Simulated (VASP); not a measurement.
Wanted: the native input for a VASP 6.6.1 run.

* Task: single point
* Functional: PBE
* Potentials or basis: VASP PAW PBE potentials, release 64 (Pb_d, S)
* Cutoff: 520 eV
* k mesh: 7 × 7 × 7
* Occupations: gaussian, width 0.017 eV
* Spin: no spin polarisation
* Dipole correction: no
* Further INCAR settings: ALGO = Normal; EDIFF = 1e-06; NBANDS = 17

The structure of PbS lies in POSCAR:

```
PbS
1.0
    3.6536590000      0.0000000000      0.0000000000
    0.0000000000      3.6536590000      0.0000000000
    0.0000000000      0.0000000000      3.6536590000
Pb S
1 1
Direct
    0.0000000000      0.0000000000      0.0000000000
    0.5000000000      0.5000000000      0.5000000000
```

The input as run:

INCAR

```
PREC = Accurate ; ENCUT = 520
EDIFF = 1E-6 ; ISMEAR = 0
SIGMA = 0.017 ; LREAL = False
LASPH = True ; NELM = 80
ALGO = Normal ; ISIF = 2
LWAVE = False ; LCHARG = True
GGA = PE ; LELF = True
LVHAR = True ; NBANDS = 17
```

KPOINTS

```
regular mesh
0
Gamma
  7 7 7
```

Potentials or basis: VASP PAW PBE potentials, release 64 (Pb_d, S).

Command:

```bash
$ cat potpaw_PBE.64/Pb_d/POTCAR potpaw_PBE.64/S/POTCAR > POTCAR
$ mpirun -np 1 vasp_std > vasp.out
```

It gave:

* Pressure: 0.2 GPa
* Band gap on the k mesh: 0.10 eV, indirect (least direct gap 1.42 eV)

Caveat: spin-orbit coupling is left out, which moves the levels of the heavy elements.

Wall time 8.6 s on 1 thread of Intel(R) Xeon(R) Platinum 8488C (Sapphire Rapids), with other jobs on the host, peak memory 0.16 GiB.
